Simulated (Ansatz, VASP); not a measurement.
# Mg: VASP beside Ansatz

```
CELL_PARAMETERS angstrom
0.00000 2.25171 2.25171
2.25171 0.00000 2.25171
2.25171 2.25171 0.00000
ATOMIC_POSITIONS crystal
Mg 0.00000 0.00000 0.00000
```

Change from the starting cell: volume scaled by 1.01.

Alike in both runs: task single point; functional LDA; k mesh 16 × 16 × 16; occupations fermi-dirac, width 0.03 eV; no spin polarisation.

```csv
,VASP,Ansatz
version,VASP 6.6.1,Ansatz 0.2.0
potentials or method,"VASP PAW LDA potentials, release 64 (Mg), cutoff 520 eV","all-electron LAPW, scalar-relativistic"
```

```tsv
	VASP	Ansatz	Ansatz less VASP
pressure (GPa)	-2.0	-1.6	+0.34
```

LDA's correlation is that of Perdew and Zunger in VASP and of Perdew and Wang (1992) in Ansatz. Ansatz ran all-electron here, and VASP with PAW potentials.
